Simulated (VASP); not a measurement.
# O (R-3m) in VASP: single point with PBEsol

Aim: the single point of O with PBEsol.

All numbers are computed with VASP 6.6.1; they aren't measurements. Logs are shortened: lines on timing, memory, paths and dates and some standing lists are left out, and cuts for length are marked.

### Step 1. The cell of the first run

Symmetry: R-3m, No. 166, trigonal system. The conventional cell has a = 3.347 Å, b = 3.347 Å, c = 18.483 Å, α = 90.00°, β = 90.00°, γ = 120.00°. Within 3.9 Å of O (site symmetry 3m) lie 9 O at 2.96 to 3.35 Å.

### Step 2. Single point, PBEsol

Input file INCAR:

```
  PREC = Accurate
  ENCUT = 520
  EDIFF = 1E-7
  ISMEAR = -1
  SIGMA = 0.3
  LREAL = F
  LASPH = T
  NELM = 80
  ALGO = Normal
  ISIF = 2
  LWAVE = F
  LCHARG = F
  GGA = PS
  NBANDS = 13
```

Input file KPOINTS:

```
regular mesh
0
Gamma
  6 6 6
```

Input file POSCAR:

```
O
1.0
    1.6737430000      0.9663360000      6.1610520000
   -1.6737430000      0.9663360000      6.1610520000
    0.0000000000     -1.9326720000      6.1610520000
O
2
Direct
    0.2273340000      0.2273340000      0.2273340000
    0.7726660000      0.7726660000      0.7726660000
```

Potentials or basis: VASP PAW PBE potentials, release 64 (O).

On the command line:

```
$ cat potpaw_PBE.64/O/POTCAR > POTCAR
$ mpirun -np 1 vasp_std > vasp.out
```

OUTCAR:

```text
PREC = Accurate
   ENCUT = 520
   EDIFF = 1E-7
   ISMEAR = -1
   LREAL = F
   LASPH = T
   NELM = 80
   ISIF = 2
   GGA = PS

 ion  position               nearest neighbor table
   1  0.227  0.227  0.227-
   2  0.773  0.773  0.773-

  LATTYP: Found a trigonal (rhomboedric) cell.
 ALAT       =     6.4570722965
 COS(alpha) =     0.8656194967

  Lattice vectors:

 A1 = (   1.6737430000,   0.9663360000,   6.1610520000)
 A2 = (  -1.6737430000,   0.9663360000,   6.1610520000)
 A3 = (   0.0000000000,  -1.9326720000,   6.1610520000)

Analysis of symmetry for initial positions (statically):
=====================================================================
 Subroutine PRICEL returns:
 Original cell was already a primitive cell.

 Routine SETGRP: Setting up the symmetry group for a
 trigonal (rhombohedral) supercell.

 Subroutine GETGRP returns: Found 12 space group operations
 (whereof 12 operations were pure point group operations)
 out of a pool of 12 trial point group operations.

The static configuration has the point symmetry D_3d.

Analysis of symmetry for dynamics (positions and initial velocities):
=====================================================================
 Subroutine PRICEL returns:
 Original cell was already a primitive cell.

 Routine SETGRP: Setting up the symmetry group for a
 trigonal (rhombohedral) supercell.

 Subroutine GETGRP returns: Found 12 space group operations
 (whereof 12 operations were pure point group operations)
 out of a pool of 12 trial point group operations.

The dynamic configuration has the point symmetry D_3d.

 Subroutine INISYM returns: Found 12 space group operations
 (whereof 12 operations are pure point group operations),
 and found     1 'primitive' translations

----------------------------------------------------------------------------------------

                                     Primitive cell

  volume of cell :      59.7892

  direct lattice vectors                    reciprocal lattice vectors
     1.673743000  0.966336000  6.161052000     0.298731645  0.172472791  0.054103314
    -1.673743000  0.966336000  6.161052000    -0.298731645  0.172472791  0.054103314
     0.000000000 -1.932672000  6.161052000     0.000000000 -0.344945581  0.054103314

  length of vectors
     6.457072296  6.457072296  6.457072309     0.349162753  0.349162753  0.349162745

  position of ions in fractional coordinates (direct lattice)
     0.227334000  0.227334000  0.227334000
     0.772666000  0.772666000  0.772666000

  ion indices of the primitive-cell ions
   primitive index   ion index
                 1           1
                 2           2

----------------------------------------------------------------------------------------

 KPOINTS: regular mesh

Automatic generation of k-mesh.
 Grid dimensions read from file:
 generate k-points for:    6    6    6

 Generating k-lattice:

  Cartesian coordinates                     Fractional coordinates (reciprocal lattice)
     0.049788608  0.028745465  0.009017219     0.166666667 -0.000000000  0.000000000
    -0.049788608  0.028745465  0.009017219    -0.000000000  0.166666667  0.000000000
     0.000000000 -0.057490930  0.009017219     0.000000000  0.000000000  0.166666667

  Length of vectors
     0.058193792  0.058193792  0.058193791

  Shift w.r.t. Gamma in fractional coordinates (k-lattice)
     0.000000000  0.000000000  0.000000000

 Subroutine IBZKPT returns following result:
 ===========================================

 Found     32 irreducible k-points:

 Following reciprocal coordinates:
            Coordinates               Weight
  0.000000  0.000000  0.000000      1.000000
  0.166667  0.000000  0.000000      6.000000
  0.333333  0.000000  0.000000      6.000000
  0.500000  0.000000  0.000000      3.000000
  0.166667  0.166667  0.000000      6.000000
  0.333333  0.166667  0.000000     12.000000
[... 16 lines left out ...]
  0.500000  0.500000  0.166667      6.000000
 -0.333333  0.500000  0.166667     12.000000
 [... further k-points ...]
   k-points           NKPTS =     32   k-points in BZ     NKDIM =     32   number of bands    NBANDS=     13
   number of dos      NEDOS =    301   number of ions     NIONS =      2
   total plane-waves  NPLWV = 110592
   dimension x,y,z NGX =    48 NGY =   48 NGZ =   48
   dimension x,y,z NGXF=    96 NGYF=   96 NGZF=   96
   ions per type =               2
   NGX,Y,Z   is equivalent  to a cutoff of  12.36, 12.36, 12.36 a.u.
   NGXF,Y,Z  is equivalent  to a cutoff of  24.72, 24.72, 24.72 a.u.
 SYSTEM =  unknown system
   PREC   = accura    normal or accurate (medium, high low for compatibility)
   ISTART =      0    job   : 0-new  1-cont  2-samecut
   ICHARG =      2    charge: 1-file 2-atom 10-const
   ISPIN  =      1    spin polarized calculation?
   LNONCOLLINEAR =      F non collinear calculations
   LSORBIT =      F    spin-orbit coupling
   LASPH  =      T    aspherical Exc in radial PAW
   ENCUT  =  520.0 eV  38.22 Ry    6.18 a.u.  12.01 12.01 12.01*2*pi/ulx,y,z
   NELM   =     80;   NELMIN=  2; NELMDL= -5     # of ELM steps
   EDIFF  = 0.1E-06   stopping-criterion for ELM
   LREAL  =      F    real-space projection
   EDIFFG = 0.1E-05   stopping-criterion for IOM
   NSW    =      0    number of steps for IOM
   IBRION =     -1    ionic relax: 0-MD 1-quasi-New 2-CG
   NFREE  =      0    steps in history (QN), initial steepest desc. (CG)
   ISIF   =      2    stress and relaxation
   ISYM   =      2    0-nonsym 1-usesym 2-fastsym
   POTIM  = 0.5000    time-step for ionic-motion
   TEBEG  =    0.0;   TEEND  =   0.0 temperature during run
   PSTRESS=    0.0 pullay stress
   NELECT =      12.0000    total number of electrons
   NUPDOWN=      -1.0000    fix difference up-down
   EMIN   =  10.00;   EMAX   =-10.00  energy-range for DOS
   EFERMI =   0.00;   METHOD = LEGACY
   ISMEAR =    -1;   SIGMA  =   0.30  broadening in eV -4-tet -1-fermi 0-gaus
   EFERMI_NEDOS =   21; number of points for ismear=-14 and -15
   IALGO  =     38    algorithm
   IMIX   =      4    mixing-type and parameters
     AMIX     =   0.40;   BMIX     =  1.00
     AMIX_MAG =   1.60;   BMIX_MAG =  1.00
  volume/ion in A,a.u.               =      29.89       201.74
  Fermi-wavevector in a.u.,A,eV,Ry     =   0.958505  1.811311 12.500097  0.918731
  Thomas-Fermi vector in A             =   2.087618
   LORBIT       =      0    0 simple, 1 ext, 2 COOP (PROOUT), +10 PAW based schemes
   GGA     = PS    functional components
   LHFCALC =     F    Hartree Fock is set to
   AEXX    =    0.0000 exact exchange contribution
   IVDW    =     0    specifies the selected vdW correction
   LEPSILON=     F    determine dielectric tensor
   LRPA    =     F    only Hartree local field effects (RPA)
 non-spin polarized calculation
  energy-cutoff  :      520.00
  volume of cell :       59.79
 maximum number of plane-waves:      1632
   NGX = 23   NGY = 23   NGZ = 23

 number of electron      11.9999996 magnetization

 Free energy of the ion-electron system (eV)
  ---------------------------------------------------
  ext. energy  EPLUGINS =         0.00000000
  ---------------------------------------------------
  free energy    TOTEN  =        -2.90546691 eV

  energy without entropy =       -1.08240888  energy(sigma->0) =       -1.99393790

 E-fermi :  -6.3531     XC(G=0):  -5.8593

 val. band max:       -6.3549990822   @ k =   0.5000   0.1667   0.0000
 cond. band min:      -6.3529776227   @ k =   0.5000   0.3333   0.0000
 fundamental gap:      0.0020214595
 Fermi energy:        -6.3530679103

 k-point     1 :       0.0000    0.0000    0.0000
  band No.  band energies     occupation
      1     -21.8314      2.00000
      2     -21.4593      2.00000
      3      -7.3810      1.93704
      4      -6.3269      0.95635
      5      -6.3269      0.95635
      6      -6.2461      0.82359
      7      -6.1298      0.64416
      8      -6.1298      0.64416
      9       1.7178      0.00000
     10       5.9427      0.00000
     11       5.9920      0.00000
     12      14.0277      0.00000
     13      14.9227      0.00000

 k-point     2 :       0.1667    0.0000    0.0000
  band No.  band energies     occupation
      1     -21.7676      2.00000
      2     -21.4391      2.00000
      3      -7.2995      1.91819
      4      -6.6735      1.48853
      5      -6.4003      1.07852
      6      -6.3772      1.04022
      7      -6.1563      0.68329
      8      -6.1529      0.67820
      9       2.3432      0.00000
     10       6.0798      0.00000
     11       6.7624      0.00000
     12      12.0573      0.00000
     13      13.0458      0.00000

 k-point     3 :       0.3333    0.0000    0.0000
  band No.  band energies     occupation
      1     -21.6242      2.00000
      2     -21.4118      2.00000
      3      -7.2816      1.91339
      4      -7.1286      1.85978
      5      -6.6312      1.43297
      6      -6.5327      1.29074
      7      -6.2229      0.78640
      8      -6.2100      0.76592
      9       3.9348      0.00000
     10       6.9357      0.00000
     11       8.1411      0.00000
     12       9.0260      0.00000
     13      10.6166      0.00000
[... 305 lines left out ...]
 k-point    23 :       0.5000    0.5000    0.1667
  band No.  band energies     occupation
      1     -21.6217      2.00000
      2     -21.4146      2.00000
      3      -7.2976      1.91770
      4      -7.1824      1.88145
      5      -6.5440      1.30785
      6      -6.5392      1.30059
      7      -6.2298      0.79746
      8      -6.2029      0.75485
      9       4.2054      0.00000
     10       5.8641      0.00000
     11       8.9782      0.00000
     12       9.5992      0.00000
     13      10.2453      0.00000

 k-point    24 :      -0.3333    0.5000    0.1667
  band No.  band energies     occupation
      1     -21.5337      2.00000
      2     -21.4155      2.00000
      3      -7.3635      1.93338
      4      -7.2257      1.89657
      5      -6.7979      1.63001
      6      -6.4791      1.20694
      7      -6.3421      0.98167
      8      -6.2517      0.83269
      9       5.5196      0.00000
     10       6.9327      0.00000
     11       7.7896      0.00000
     12       9.0816      0.00000
     13       9.8686      0.00000

 [... further k-points ...]
[... 5 lines left out ...]
  --------------------------------------------------------------------------------------
  -------------------------------------------------------------------------------------
  Total       -1.5248753     -1.5248754     -1.8550880      0.0000000      0.0000000     -0.0000000
  in kB      -40.8622113    -40.8622137    -49.7109486      0.0000000      0.0000000     -0.0000000
  external PRESSURE =     -43.8117912 kB  Pullay stress =       0.0000000 kB

 VOLUME and BASIS-vectors are now :
 -----------------------------------------------------------------------------
  energy-cutoff  :      520.00
  volume of cell :       59.79
      direct lattice vectors                 reciprocal lattice vectors
     1.673743000  0.966336000  6.161052000     0.298731645  0.172472791  0.054103314
    -1.673743000  0.966336000  6.161052000    -0.298731645  0.172472791  0.054103314
     0.000000000 -1.932672000  6.161052000     0.000000000 -0.344945581  0.054103314

 POSITION                                       TOTAL-FORCE (eV/Angst)
 -----------------------------------------------------------------------------------
      0.00000      0.00000      4.20185         0.000000      0.000000     -0.777155
      0.00000      0.00000     14.28131         0.000000     -0.000000      0.777155
 -----------------------------------------------------------------------------------
    total drift:                               -0.000000     -0.000000      0.000000

  FREE ENERGIE OF THE ION-ELECTRON SYSTEM (eV)
  ---------------------------------------------------
  free  energy   TOTEN  =        -2.9054669149 eV

  energy  without entropy=       -1.0824088822  energy(sigma->0) =       -1.99393790
```

Run time: 90 s. Hardware: 1 thread of Intel Xeon 8259CL, shared host; peak memory 0.29 GiB.

What came out:

```
Free energy            : -2.9055 eV
Pressure               : -4.4 GPa
Largest force          : 0.777 eV/Å
Band gap on the k mesh : zero (bands 6 and 7 overlap by 0.12 eV)
```

Forces in eV/Å, atoms in the order of the input:
```
O    0.000  0.000 -0.777
O    0.000  0.000  0.777
```

Stress tensor (GPa, compression positive):
```
-4.09  0.00  0.00
 0.00 -4.09  0.00
 0.00  0.00 -4.97
```

Levels at points of the mesh, in eV from the Fermi level:
```
           k point  band 4  band 5  band 6  band 7  band 8  band 9
(0.00, 0.00, 0.00)    0.03    0.03    0.11    0.22    0.22    8.07
(0.50, 0.00, 0.00)   -0.92   -0.24   -0.17    0.00    0.11   12.41
(0.50, 0.50, 0.00)   -0.96   -0.25   -0.14    0.06    0.12   12.56
(0.50, 0.50, 0.50)   -0.07    0.03    0.03    0.22    0.22    8.89
```

Caveat: the k points lie up to 0.37 Å⁻¹ apart; so wide a smearing shifts energies and pressures; the PAW data sets were made with another functional, which shifts forces and pressure a little.
